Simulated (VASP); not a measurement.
# HC32 (a cell with a defect) in VASP: single point with PBE+D3(BJ)

Aim: the single point of HC32 (a cell with a defect) with PBE+D3(BJ).

Program: VASP 6.6.1. These are calculated values, not measurements. Logs are shortened: lines on timing, memory, paths and dates and some standing lists are left out, and cuts for length are marked.

## 1. The cell of the first run

The cell holds a defect, 33 atoms: a = 6.613 Å, b = 6.619 Å, c = 6.619 Å, α = 96.28°, β = 96.34°, γ = 96.34°.

## 2. Single point, PBE+D3(BJ), collinear spin

Input file INCAR:

```
SYSTEM = HC32
ALGO     = Normal         ! electronic algorithm
EDIFF    = 1E-7           ! SCF threshold, eV
ENCUT    = 520            ! plane-wave cutoff, eV
GGA      = PE             ! functional
ISIF     = 2              ! what is computed and relaxed
ISMEAR   = 0              ! smearing method
ISPIN    = 2              ! spin polarisation
IVDW     = 12             ! dispersion correction
LASPH    = .True.         ! aspherical terms in the spheres
LCHARG   = .False.        ! write CHGCAR
LORBIT   = 11             ! projections on sites
LREAL    = Auto         
LWAVE    = .False.        ! write WAVECAR
MAGMOM   = 0.02 0.07 0.07 0.05 0.02 0.02 0.08 0.02 0.02 0.02 0.12 0.08 0.11 0.07 0.08 0.11 -0.02 -0.02 -0.02 -0.02 -0.02 -0.02 -0.02 -0.02 -0.02 -0.02 0 -0.02 -0.02 -0.02 -0.02 -0.02 0.08 ! initial moments
NBANDS   = 90             ! bands
NELM     = 150            ! most SCF steps
PREC     = Accurate       ! precision mode
SIGMA    = 0.02           ! smearing width, eV
```

Input file KPOINTS:

```
Automatic mesh
0
Gamma
  2 2 2
  0.5 0.5 0.5
```

Input file POSCAR:

```
HC32
1.0
    5.6709571555      0.0000000000     -3.4026574436
   -2.8677434780     -4.9298468454     -3.3594911955
   -2.8677434780      4.9298468454     -3.3594911955
C H
32 1
Direct
    0.4167173026      0.0421416234      0.5414234626
    0.6640568111      0.7903223613      0.5380202028
    0.9482515167      0.5781577612      0.5781774373
    0.4182424071      0.2928177430      0.2928374190
    0.1744279255      0.2999687390      0.5482024141
    0.6609410546      0.0362429894      0.2855756844
    0.9129836094      0.7895917532      0.2891678906
    0.4167174022      0.5414038849      0.0421613979
    0.1744278089      0.5481826956      0.2999885755
    0.6609409721      0.2855558538      0.0362623081
    0.9086187379      0.0333079110      0.0333273843
    0.4195360523      0.7932632407      0.7932831196
    0.1676695289      0.7921267462      0.0436215460
    0.6640567457      0.5380002148      0.7903415225
    0.9129834274      0.2891479617      0.7896109735
    0.1676695289      0.0436017685      0.7921465237
    0.5791422895      0.9554235013      0.4538622810
    0.8317072763      0.7133456836      0.4569184477
    0.1001999383      0.4712799719      0.4712996480
    0.5801005958      0.2050169043      0.2050363775
    0.3362727569      0.2112479646      0.4605713287
    0.8251490957      0.9508970011      0.2000613025
    0.0865476150      0.7114137073      0.2113486794
    0.5791420904      0.4538425095      0.9554428791
    0.3362728564      0.4605517511      0.2112677391
    0.8251488966      0.2000415310      0.9509163789
    0.0800561085      0.9552184140      0.9552382929
    0.5837343572      0.7088428821      0.7088625582
    0.3361562559      0.7100124813      0.9609046568
    0.8317069948      0.4568983189      0.7133649069
    0.0865475154      0.2113288035      0.7114333864
    0.3361562559      0.9608848793      0.7100322587
    1.0359076716      0.6984922641      0.6985127516
```

Potentials or basis: VASP PAW PBE potentials, release 64 (C, H).

Started as:

```sh
$ cat potpaw_PBE.64/C/POTCAR potpaw_PBE.64/H/POTCAR > POTCAR
$ mpirun -np 1 vasp_std > vasp.out
```

OUTCAR:

```text
SYSTEM = HC32
   EDIFF = 1E-7
   ENCUT = 520
   GGA = PE
   ISIF = 2
   ISMEAR = 0
   ISPIN = 2
   IVDW = 12
   LASPH = .True.
   LORBIT = 11
   LREAL = Auto
   NELM = 150
   PREC = Accurate
 IVDW          = 12

 ion  position               nearest neighbor table
   1  0.417  0.042  0.541-  32 1.42  17 1.42  21 1.42
   2  0.664  0.790  0.538-  18 1.40  17 1.42  28 1.43
   3  0.948  0.578  0.578-  33 1.12  18 1.49  30 1.49  19 1.49
   4  0.418  0.293  0.293-  21 1.42  25 1.42  20 1.42
   5  0.174  0.300  0.548-  19 1.41  21 1.42  31 1.43
   6  0.661  0.036  0.286-  20 1.42  17 1.42  22 1.42
   7  0.913  0.790  0.289-  18 1.40  22 1.42  23 1.43
   8  0.417  0.541  0.042-  29 1.42  24 1.42  25 1.42
   9  0.174  0.548  0.300-  19 1.41  25 1.42  23 1.43
[... 21 lines left out ...]
  31  0.087  0.211  0.711-  16 1.42   5 1.43  15 1.43
  32  0.336  0.961  0.710-   1 1.42  16 1.43  12 1.43
  33  0.036  0.698  0.699-   3 1.12

  LATTYP: Found a base centered monoclinic cell.
 ALAT       =     8.8340554103
 B/A-ratio  =     1.1161005034
 C/A-ratio  =     0.7486322134
 COS(beta)  =    -0.1654005518

  Lattice vectors:

 A1 = (  -2.8677434780,  -4.9298468454,  -3.3594911955)
 A2 = (  -2.8677434780,   4.9298468454,  -3.3594911955)
 A3 = (   5.6709571555,   0.0000000000,  -3.4026574436)

Analysis of symmetry for initial positions (statically):
=====================================================================
 Subroutine PRICEL returns:
 Original cell was already a primitive cell.

 Routine SETGRP: Setting up the symmetry group for a
 base centered monoclinic supercell.

 Subroutine GETGRP returns: Found  2 space group operations
 (whereof  1 operations were pure point group operations)
 out of a pool of  4 trial point group operations.

The static configuration has the point symmetry C_1 .
 The point group associated with its full space group is C_1h.

Analysis of symmetry for dynamics (positions and initial velocities):
=====================================================================
 Subroutine PRICEL returns:
 Original cell was already a primitive cell.

 Routine SETGRP: Setting up the symmetry group for a
 base centered monoclinic supercell.

 Subroutine GETGRP returns: Found  2 space group operations
 (whereof  1 operations were pure point group operations)
 out of a pool of  4 trial point group operations.

The dynamic configuration has the point symmetry C_1 .
 The point group associated with its full space group is C_1h.

Analysis of structural, dynamic, and magnetic symmetry:
=====================================================================
 Subroutine PRICEL returns:
 Original cell was already a primitive cell.

 Routine SETGRP: Setting up the symmetry group for a
 base centered monoclinic supercell.

 Subroutine GETGRP returns: Found  2 space group operations
 (whereof  1 operations were pure point group operations)
 out of a pool of  4 trial point group operations.

The overall configuration has the point symmetry C_1 .
 The point group associated with its full space group is C_1h.

 Subroutine INISYM returns: Found  2 space group operations
 (whereof  1 operations are pure point group operations),
 and found     1 'primitive' translations

----------------------------------------------------------------------------------------

                                     Primitive cell

  volume of cell :     284.0526

  direct lattice vectors                    reciprocal lattice vectors
     5.670957156  0.000000000 -3.402657444     0.116610618  0.000000000 -0.099541663
    -2.867743478 -4.929846845 -3.359491195    -0.059054477 -0.101423029 -0.098421722
    -2.867743478  4.929846845 -3.359491195    -0.059054477  0.101423029 -0.098421722

  length of vectors
     6.613458455  6.619178474  6.619178474     0.153318554  0.153169506  0.153169506

  position of ions in fractional coordinates (direct lattice)
     0.416717303  0.042141623  0.541423463
     0.664056811  0.790322361  0.538020203
     0.948251517  0.578157761  0.578177437
     0.418242407  0.292817743  0.292837419
     0.174427925  0.299968739  0.548202414
     0.660941055  0.036242989  0.285575684
[... 25 lines left out ...]
     0.336156256  0.960884879  0.710032259
     0.035907672  0.698492264  0.698512752

  ion indices of the primitive-cell ions
   primitive index   ion index
[... 70 lines left out ...]
   ions per type =              32   1
   NGX,Y,Z   is equivalent  to a cutoff of  12.57, 12.56, 12.56 a.u.
   NGXF,Y,Z  is equivalent  to a cutoff of  25.14, 25.12, 25.12 a.u.
 SYSTEM =  HC32
   PREC   = accura    normal or accurate (medium, high low for compatibility)
   ISTART =      0    job   : 0-new  1-cont  2-samecut
   ICHARG =      2    charge: 1-file 2-atom 10-const
   ISPIN  =      2    spin polarized calculation?
   LNONCOLLINEAR =      F non collinear calculations
   LSORBIT =      F    spin-orbit coupling
   LASPH  =      T    aspherical Exc in radial PAW
   ENCUT  =  520.0 eV  38.22 Ry    6.18 a.u.  12.30 12.31 12.31*2*pi/ulx,y,z
   NELM   =    150;   NELMIN=  2; NELMDL= -5     # of ELM steps
   EDIFF  = 0.1E-06   stopping-criterion for ELM
   LREAL  =      T    real-space projection
   EDIFFG = 0.1E-05   stopping-criterion for IOM
   NSW    =      0    number of steps for IOM
   IBRION =     -1    ionic relax: 0-MD 1-quasi-New 2-CG
   NFREE  =      0    steps in history (QN), initial steepest desc. (CG)
   ISIF   =      2    stress and relaxation
   ISYM   =      2    0-nonsym 1-usesym 2-fastsym
   POTIM  = 0.5000    time-step for ionic-motion
   TEBEG  =    0.0;   TEEND  =   0.0 temperature during run
   PSTRESS=    0.0 pullay stress
   NELECT =     129.0000    total number of electrons
   NUPDOWN=      -1.0000    fix difference up-down
   EMIN   =  10.00;   EMAX   =-10.00  energy-range for DOS
   EFERMI =   0.00;   METHOD = LEGACY
   ISMEAR =     0;   SIGMA  =   0.02  broadening in eV -4-tet -1-fermi 0-gaus
   EFERMI_NEDOS =   21; number of points for ismear=-14 and -15
   IALGO  =     38    algorithm
   IMIX   =      4    mixing-type and parameters
     AMIX     =   0.40;   BMIX     =  1.00
     AMIX_MAG =   1.60;   BMIX_MAG =  1.00
  volume/ion in A,a.u.               =       8.61        58.09
  Fermi-wavevector in a.u.,A,eV,Ry     =   1.258361  2.377957 21.544438  1.583471
  Thomas-Fermi vector in A             =   2.391974
   LORBIT       =     11    0 simple, 1 ext, 2 COOP (PROOUT), +10 PAW based schemes
   GGA     = PE    functional components
   LHFCALC =     F    Hartree Fock is set to
   AEXX    =    0.0000 exact exchange contribution
   IVDW    =    12    specifies the selected vdW correction
   LEPSILON=     F    determine dielectric tensor
   LRPA    =     F    only Hartree local field effects (RPA)
 spin polarized calculation
 Gauss-broadening in eV      SIGMA  =   0.02
  energy-cutoff  :      520.00
  volume of cell :      284.05
 maximum number of plane-waves:      7645
 NGX is ok and might be reduce to    50
   NGX = 25   NGY = 25   NGZ = 25

 number of electron     128.9999992 magnetization       1.0001773

 Free energy of the ion-electron system (eV)
  ---------------------------------------------------
  ext. energy  EPLUGINS =         0.00000000
  ---------------------------------------------------
  free energy    TOTEN  =      -296.60709094 eV

  energy without entropy =     -296.60709094  energy(sigma->0) =     -296.60709094

 E-fermi :   4.8988     XC(G=0): -10.3428

 val. band max:        4.7814708081   @ k =   0.2500   0.2500   0.2500
 cond. band min:       5.0240692055   @ k =  -0.2500   0.2500   0.2500
 fundamental gap:      0.2425983974
 Fermi energy:         4.8988457932

 spin component 1

 k-point     1 :       0.2500    0.2500    0.2500
  band No.  band energies     occupation
      1     -14.8435      1.00000
      2     -13.5430      1.00000
      3     -13.4809      1.00000
      4     -13.4731      1.00000
      5     -13.2520      1.00000
      6     -13.2458      1.00000
[... 226 lines left out ...]
     75       9.7200      0.00000
     76       9.9573      0.00000
 Fermi energy:         4.8988457932

 spin component 2

 k-point     1 :       0.2500    0.2500    0.2500
  band No.  band energies     occupation
      1     -14.8038      1.00000
      2     -13.4879      1.00000
      3     -13.4497      1.00000
      4     -13.4412      1.00000
      5     -13.2163      1.00000
      6     -13.2129      1.00000
[... 226 lines left out ...]
     75       9.7861      0.00000
     76      10.0627      0.00000
 [bands above 76 left out]

------------------------ aborting loop because EDIFF is reached ----------------------------------------

 Edisp (eV)   -5.06796

 E8    (eV) :    -1.4290

  FORCE on cell =-STRESS in cart. coord.  units (eV):
  Direction    XX          YY          ZZ          XY          YZ          ZX
  --------------------------------------------------------------------------------------
  -------------------------------------------------------------------------------------
  Total       3.79073     4.50960     0.04830     0.00000     0.00000    -0.59862
  in kB      21.38130    25.43605     0.27244     0.00000     0.00000    -3.37647
  external pressure =       15.70 kB  Pullay stress =        0.00 kB

 VOLUME and BASIS-vectors are now :
 -----------------------------------------------------------------------------
  energy-cutoff  :      520.00
  volume of cell :      284.05
      direct lattice vectors                 reciprocal lattice vectors
     5.670957156  0.000000000 -3.402657444     0.116610618  0.000000000 -0.099541663
    -2.867743478 -4.929846845 -3.359491195    -0.059054477 -0.101423029 -0.098421722
    -2.867743478  4.929846845 -3.359491195    -0.059054477  0.101423029 -0.098421722

 POSITION                                       TOTAL-FORCE (eV/Angst)
 -----------------------------------------------------------------------------------
      0.68967      2.46138     -3.37843        -0.021359      0.004049      0.018965
     -0.04351     -1.24381     -6.72211        -0.011479      0.001570      0.003146
      2.06142      0.00010     -7.11127         0.051451      0.000000      0.042226
      0.69233      0.00010     -3.39064        -0.015504      0.000000      0.025432
     -1.44316      1.22375     -3.44294        -0.011306     -0.001021      0.056560
      2.82528      1.22917     -3.33010        -0.016643      0.007731      0.003551
[... 25 lines left out ...]
     -2.88543     -1.23667     -6.75726        -0.020280      0.001238     -0.011133
     -3.80262      0.00010     -4.81541         0.424684      0.000000      0.054014
 -----------------------------------------------------------------------------------
    total drift:                               -0.016073      0.025064      0.013102

  FREE ENERGIE OF THE ION-ELECTRON SYSTEM (eV)
  ---------------------------------------------------
  free  energy   TOTEN  =      -301.6750548586 eV

  energy  without entropy=     -301.6750548586  energy(sigma->0) =     -301.67505486

 total charge

# of ion       s       p       d       tot
------------------------------------------
    1        0.864   1.791   0.000   2.655
    2        0.865   1.795   0.000   2.660
    3        0.837   1.813   0.000   2.650
    4        0.864   1.792   0.000   2.657
    5        0.864   1.791   0.000   2.655
    6        0.864   1.792   0.000   2.657
[... 25 lines left out ...]
   32        0.862   1.786   0.000   2.648
   33        0.608   0.047   0.000   0.655
--------------------------------------------------
tot         28.215  57.288   0.000  85.503

 magnetization (x)

# of ion       s       p       d       tot
------------------------------------------
    1       -0.001  -0.012   0.000  -0.013
    2       -0.002  -0.017   0.000  -0.019
    3       -0.002   0.002   0.000  -0.000
    4       -0.001  -0.011   0.000  -0.012
    5       -0.002  -0.017   0.000  -0.019
    6       -0.001  -0.010   0.000  -0.011
[... 25 lines left out ...]
   32        0.003   0.049   0.000   0.052
   33        0.051   0.001   0.000   0.051
--------------------------------------------------
tot          0.070   0.481   0.000   0.550
```

Run time: 4.8 min. Hardware: 1 thread of Intel Xeon Platinum 8259CL at 2.50GHz (Skylake/Cascade Lake), shared host; peak memory 0.51 GiB.

What came out:

```
Free energy                                           : -301.6751 eV
Pressure                                              : 1.6 GPa
Largest force                                         : 0.428 eV/Å
Net moment                                            : 1.00 μB per cell
Site moments                                          : C -0.01, -0.02, -0.00, +0.02, +0.09, +0.08, +0.04, +0.06, +0.05 (each value once); H +0.05 μB
Valence electrons inside the program's atomic spheres : C 2.65, 2.66, 2.64, 2.63 (each value once); H 0.66
Dispersion energy per atom                            : -0.154 eV
```

Forces in eV/Å, atoms in the order of the input:
```
C   -0.021  0.004  0.019
C   -0.011  0.002  0.003
C    0.051  0.000  0.042
C   -0.016  0.000  0.025
C   -0.011 -0.001  0.057
C   -0.017  0.008  0.004
C   -0.019  0.007 -0.011
C   -0.021 -0.004  0.019
C   -0.011  0.001  0.057
C   -0.017 -0.008  0.004
C   -0.019  0.000 -0.115
C   -0.024  0.000 -0.013
C   -0.018 -0.004 -0.058
C   -0.011 -0.002  0.003
C   -0.019 -0.007 -0.011
C   -0.018  0.004 -0.058
C   -0.018  0.012  0.029
C   -0.001  0.002  0.012
C    0.002  0.000  0.106
C   -0.006  0.000 -0.001
C   -0.011  0.002  0.041
C   -0.015 -0.004 -0.040
C   -0.019 -0.006 -0.002
C   -0.018 -0.012  0.029
C   -0.011 -0.002  0.041
C   -0.015  0.004 -0.040
C   -0.039  0.000 -0.178
C   -0.008  0.000 -0.004
C   -0.020 -0.001 -0.011
C   -0.001 -0.002  0.012
C   -0.019  0.006 -0.002
C   -0.020  0.001 -0.011
H    0.425  0.000  0.054
```

Stress tensor (GPa, compression positive):
```
 2.14  0.00 -0.34
 0.00  2.54  0.00
-0.34  0.00  0.03
```

Caveat: the k points lie up to 0.48 Å⁻¹ apart.
